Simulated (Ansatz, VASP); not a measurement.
# One calculation of Fe, two programs

File INCAR:

```
  PREC = Accurate
  ENCUT = 520
  EDIFF = 1E-7
  ISMEAR = -1
  SIGMA = 0.1
  LREAL = False
  LASPH = True
  NELM = 100
  ALGO = Normal
  ISIF = 2
  LWAVE = False
  LCHARG = False
  GGA = B5
  ALDAX = 1.0
  AGGAX = 1.0
  AGGAC = 1.0
  ALDAC = 0.0
  NBANDS = 24
```

KPOINTS

```
regular mesh
0
Gamma
  16 16 5
```

The input POSCAR:

```
Fe
1.0
    2.4845588063      0.0000000000      0.0000000000
   -1.2422794032      2.1516910434      0.0000000000
    0.0000000000      0.0000000000      7.9878117839
Fe
4
Direct
    0.0000000000      0.0000000000      0.0000000000
    0.0000000000      0.0000000000      0.5000000000
    0.3333333333      0.6666666667      0.2500000000
    0.6666666667      0.3333333333      0.7500000000
```

Input for Ansatz:

```yaml
crystal:
  lattice:
    - [2.4845588063, 0.0, 0.0]
    - [-1.2422794032, 2.1516910434, 0.0]
    - [0.0, 0.0, 7.9878117839]
  atoms:
    - { symbol: Fe, position: [0.0, 0.0, 0.0] }
    - { symbol: Fe, position: [0.0, 0.0, 0.5] }
    - { symbol: Fe, position: [0.3333333333, 0.6666666667, 0.25] }
    - { symbol: Fe, position: [0.6666666667, 0.3333333333, 0.75] }
hamiltonian:
  xc: blyp
  pseudopotentials:
    kind: paw
    azcp:
      Fe: "pseudopotentials/Fe.paw.azcp"
basis:
  ecutwfc: 420
  fft_grid_basis: typed
kpoints:
  mp_grid: { grid: [16, 16, 5], shift: [0, 0, 0] }
magnetization:
  spin_polarized: false
scf:
  occupations: { method: fermi_dirac, width: 0.1 }
  lower_state_search: "off"
output:
  stress: true
```

Alike in both runs: task single point; functional BLYP; k mesh 16 × 16 × 5; occupations fermi-dirac, width 0.1 eV; no spin polarisation.

```csv
,VASP,Ansatz
version,VASP 6.6.1,Ansatz 0.2.0
potentials or method,"VASP PAW PBE potentials, release 64 (Fe), cutoff 520 eV","plane waves (420 eV) with PAW, scalar-relativistic"
valence electrons in the cell,32,64
```

Ansatz gave:

| Quantity | Value |
| --- | --- |
| pressure (GPa) | 0.0 |
| traceless stress, the component that is largest in VASP (GPa) | -0.04 |

Task: Estimate VASP's values.

Result: Pressure (GPa): 0.1; traceless stress, the component that is largest in VASP (GPa): -0.07.

VASP's potentials were made for PBE, not for BLYP. VASP's potentials hold 32 valence electrons a cell and Ansatz's 64, so a difference there can come from the potentials and not from the codes.
